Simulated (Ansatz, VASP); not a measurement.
Two plane-wave programs on Lu

INCAR

```
ALGO = Normal
EDIFF = 1E-8
ENCUT = 520
GGA = PE
ISIF = 2
ISMEAR = -1
LASPH = True
LCHARG = False
LEFG = True
LREAL = False
LWAVE = False
NBANDS = 32
NELM = 60
PREC = Accurate
SIGMA = 0.03
```

File KPOINTS:

```
k-points
0
Gamma
  11 11 11
```

Contents of POSCAR:

```
Lu
1.0
    0.0000000000      3.6622476364      3.6622476364
    3.6622476364      0.0000000000      3.6622476364
    3.6622476364      3.6622476364      0.0000000000
Lu
2
Direct
    0.0000000000      0.0000000000      0.0000000000
    0.2500000000      0.2500000000      0.2500000000
```

Input for Ansatz:

```yaml
crystal:
  lattice:
    - [0.0, 3.6622476364, 3.6622476364]
    - [3.6622476364, 0.0, 3.6622476364]
    - [3.6622476364, 3.6622476364, 0.0]
  atoms:
    - { symbol: Lu, position: [0.0, 0.0, 0.0] }
    - { symbol: Lu, position: [0.25, 0.25, 0.25] }
kpoints:
  mp_grid: { grid: [11, 11, 11] }
scf:
  occupations: { method: fermi_dirac, width: 0.03 }
hamiltonian:
  xc: pbe
  pseudopotentials: { kind: paw }
output:
  forces: true
  stress: true
  eigenvalues: true
  efg: { contact_densities: true }
```

Change from the starting cell: volume scaled by 0.975, PAW files.

Alike in both runs: task electric field gradients; functional PBE; k mesh 11 × 11 × 11; occupations fermi-dirac, width 0.03 eV; no spin polarisation.

|  | VASP | Ansatz |
| --- | --- | --- |
| version | VASP 6.6.1 | Ansatz 0.2.0 |
| potentials or method | VASP PAW PBE potentials, release 64 (Lu) | PAW with Ansatz's default frozen-core files, scalar-relativistic |
| plane-wave cutoff (eV) | 520 | 420 |
| valence electrons in the cell | 50 | 50 |

```tsv
	VASP	Ansatz	Ansatz less VASP
pressure (GPa)	0.3	0.3	-0.01
```

Spin-orbit coupling is off throughout.
